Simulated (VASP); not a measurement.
Runs of VASP 6.6.1 on PbS. The structure is that of space group Pm-3m (No. 221), or close to it. The cells are those of the table. 

```csv
cell,k mesh,gap on the mesh (eV),pressure (GPa)
"a = 3.556 Å, 2 atoms",12 × 12 × 12,none,(a)
"a = 3.678 Å, 2 atoms",12 × 12 × 12,none,-4.4
"a = 3.600 Å, 2 atoms",12 × 12 × 12,none,-1.0
"a = 3.589 Å, 2 atoms",12 × 12 × 12,none,-0.5
"a = 3.687, b = 3.687, c = 3.578 Å, 2 atoms",10 × 10 × 10,none,(b)
```

Alike in all rows: task single point; level PBEsol; potentials or basis VASP PAW PBE potentials, release 64 (Pb_d, S); no spin polarisation; cutoff (eV) 520; smearing gaussian 0.1 eV.

Question: Fill in the values left out.

Answer: (a) 1.3; (b) -3.3.

Caveats: the PAW data sets were made with another functional, which shifts forces and pressure a little; spin-orbit coupling is left out, which moves the levels of the heavy elements.

A k mesh can miss the band edges, and the runs leave out spin-orbit coupling on Pb.

A gap of «none» marks levels without a gap at the run's occupations.
